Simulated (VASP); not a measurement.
**Si: single point with PBEsol**

Crystal: Si.

```
CELL_PARAMETERS angstrom
3.45838 0.00000 0.00000
-1.72919 2.99505 0.00000
0.00000 0.00000 3.87649
ATOMIC_POSITIONS crystal
Si 0.00000 0.00000 0.25000
Si 0.00000 0.00000 0.75000
Si 0.33333 0.66667 0.25000
Si 0.66667 0.33333 0.75000
```

| Quantity | Value |
| --- | --- |
| Program | VASP 6.6.1 |
| Task | single point |
| Functional | PBEsol |
| Potentials or basis | VASP PAW PBE potentials, release 64 (Si) |
| Cutoff | 520 eV |
| k mesh | 12 × 12 × 4 |
| Occupations | fermi-dirac, width 0.1 eV |
| Spin | no spin polarisation |
| Dipole correction | no |
| Further INCAR settings | ALGO = Normal; EDIFF = 1e-07; NBANDS = 16 |

The pressure is 160.6 GPa. The band gap on the k mesh is zero (band 8 reaches 17.72 eV, above the bottom of band 9 at 12.14 eV).

Stress tensor (GPa, compression positive):
```
160.62   0.00   0.00
  0.00 160.62   0.00
  0.00   0.00 160.48
```

Levels at points of the mesh, in eV from the Fermi level:
```tsv
k point	band 6	band 7	band 8	band 9	band 10	band 11
(0.00, 0.00, 0.00)	-2.81	-2.81	-1.09	2.45	3.71	3.71
(0.50, 0.00, 0.00)	-4.74	-4.17	-2.96	0.14	1.91	3.01
(0.00, 0.00, 0.50)	-3.08	-0.14	-0.14	0.30	0.30	0.30
(0.50, 0.00, 0.50)	-5.29	-2.56	-2.56	3.85	3.85	6.96
```

Run time: 62 s on 1 thread of Intel Xeon 8259CL (shared host), peak memory 0.16 GiB.

Caveat: the k points lie up to 0.41 Å⁻¹ apart; the PAW data sets were made with another functional, which shifts forces and pressure a little.
